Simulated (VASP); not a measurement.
Wanted: the native input for a VASP 6.6.1 run.

```yaml
Task: single point
Functional: PBE
Potentials_or_basis: VASP PAW PBE potentials, release 64 (Na_pv, F)
Cutoff: 520 eV
k_mesh: 4 × 4 × 4
Occupations: gaussian, width 0.1 eV
Spin: collinear spin, ferromagnetic start
Starting_moments: "[0.0, 0.0, 0.0, 1.0, 1.0, 1.0, 1.0] μB"
Dipole_correction: no
Further_INCAR_settings: ALGO = Normal; EDIFF = 1e-07; NBANDS = 38
```

The structure of Na3F4 lies in POSCAR:

```
Na3F4
1.0
   -3.0791384400      3.0791384400      3.0791384400
    3.0791384400     -3.0791384400      3.0791384400
    3.0791384400      3.0791384400     -3.0791384400
Na F
3 4
Direct
    0.0000000000      0.5000000000      0.5000000000
    0.5000000000      0.0000000000      0.5000000000
    0.5000000000      0.5000000000      0.0000000000
    0.5000000000      0.5000000000      0.5000000000
    0.0000000000      0.0000000000      0.5000000000
    0.0000000000      0.5000000000      0.0000000000
    0.5000000000      0.0000000000      0.0000000000
```

These files were run (other wordings do the same):

INCAR

```
SYSTEM = Na3F4
PREC = Accurate ; ENCUT = 520
EDIFF = 1E-7 ; ISMEAR = 0
SIGMA = 0.1 ; LREAL = .FALSE.
LASPH = .TRUE. ; NELM = 150
ALGO = Normal ; ISIF = 2
LWAVE = .FALSE. ; LCHARG = .FALSE.
ISPIN = 2 ; MAGMOM = 0 0 0 1 1 1 1
LORBIT = 11 ; GGA = PE
NBANDS = 38
```

KPOINTS

```
regular mesh
0
G
  4 4 4
  0 0 0
```

Potentials or basis: VASP PAW PBE potentials, release 64 (Na_pv, F).

Run with:

```bash
$ cat potpaw_PBE.64/Na_pv/POTCAR potpaw_PBE.64/F/POTCAR > POTCAR
$ mpirun -np 1 vasp_std > vasp.out
```

Results of the run:

- Pressure: -5.8 GPa
- Band gap on the k mesh: zero (filled and empty bands overlap)
- Net moment: 1.00 μB per cell
- Site moments: Na -0.00; F +0.22 μB
- Valence electrons inside the program's atomic spheres: Na 5.99; F 5.99

Caveat: the k points lie up to 0.36 Å⁻¹ apart.

It took 2.5 min on 1 thread of Oxide Virtual Turin-like Processor, with other jobs on the host, peak memory 0.25 GiB.
